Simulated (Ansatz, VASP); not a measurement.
**Two plane-wave programs on Hf**

```
CELL_PARAMETERS angstrom
0.00000 2.24266 2.24266
2.24266 0.00000 2.24266
2.24266 2.24266 0.00000
ATOMIC_POSITIONS crystal
Hf 0.00000 0.00000 0.00000
```

Alike in both runs: functional PBE; k mesh 7 × 7 × 7; occupations tetrahedron; no spin polarisation.

Ansatz relaxed the structure, and its values are those at the end. VASP's run is a single point on that final structure, the one shown.

```csv
,VASP,Ansatz
version,VASP 6.6.1,Ansatz 0.2.0
potentials or method,"VASP PAW PBE potentials, release 64 (Hf_pv), cutoff 500 eV",PAW plane waves
valence electrons in the cell,10,26
```

|  | VASP | Ansatz | Ansatz less VASP |
| --- | --- | --- | --- |
| gap on the k mesh at the Fermi level (eV) | none | none | - |
| pressure (GPa) | -0.5 | 0.0 | +0.46 |

A gap of «none» marks a metal or a gap that the smearing closes. With one functional, cell and mesh, what is left measures potentials, basis and numerics. VASP's potentials hold 10 valence electrons a cell and Ansatz's 26, so a difference there can come from the potentials and not from the codes. Ansatz's warnings: band table not solved further, forces under tetrahedra, tetrahedron derivatives may miss energy slope.

Spin-orbit coupling is off throughout.
